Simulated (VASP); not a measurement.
Write the native input for VASP 6.6.1 that does the following.

```
Task                   : single point
Functional             : PBE
Potentials or basis    : VASP PAW PBE potentials, release 64 (Ca_sv, H)
Cutoff                 : 520 eV
k mesh                 : 10 × 8 × 6
Occupations            : gaussian, width 0.1 eV
Spin                   : no spin polarisation
Dipole correction      : no
Further INCAR settings : ALGO = Normal; EDIFF = 1e-06; NBANDS = 22
```

The structure of Ca2H5 lies in POSCAR:

```
Ca2H5
1.0
    4.3000619938      0.0000000000     -0.0131366634
    0.0000000000      4.4923217462      0.0000000000
   -1.9293527198      0.0000000000      7.0203825264
Ca H
2 5
Direct
    0.1556623947      0.0000000000      0.8056453236
    0.8443376053      0.0000000000      0.1943546764
    0.4000897551      0.5000000000      0.9937960248
    0.5999102449      0.5000000000      0.0062039752
    0.6862701721      0.0000000000      0.8726631256
    0.3137298279      0.0000000000      0.1273368744
    0.0000000000      0.0000000000      0.5000000000
```

The cell was generated, and may not be a known phase.

These files were run (other wordings do the same):

INCAR

```
PREC     = Accurate       # precision mode
ENCUT    = 520            # plane-wave cutoff, eV
EDIFF    = 1E-6           # SCF threshold, eV
ISMEAR   = 0              # smearing method
SIGMA    = 0.1            # smearing width, eV
LREAL    = False          # projectors in reciprocal space
LASPH    = True           # aspherical terms in the spheres
NELM     = 100            # most SCF steps
ALGO     = Normal         # electronic algorithm
ISIF     = 2              # what is computed and relaxed
LWAVE    = False          # write WAVECAR
LCHARG   = False          # write CHGCAR
GGA      = PE             # functional
NBANDS   = 22             # bands
```

KPOINTS

```
Automatic mesh
0
Gamma
  10 8 6
```

Potentials or basis: VASP PAW PBE potentials, release 64 (Ca_sv, H).

Launch:

```console
$ cat potpaw_PBE.64/Ca_sv/POTCAR potpaw_PBE.64/H/POTCAR > POTCAR
$ mpirun -np 1 vasp_std > vasp.out
```

Results of the run:

```json
{
  "Pressure": "0.0 GPa",
  "Largest force": "0.006 eV/Å",
  "Band gap on the k mesh": "zero (an odd number of electrons rules out a gap without spin polarisation)"
}
```

Run time: 9.1 min on 1 thread of Intel Xeon 8259CL, on a shared host, peak memory 0.53 GiB.
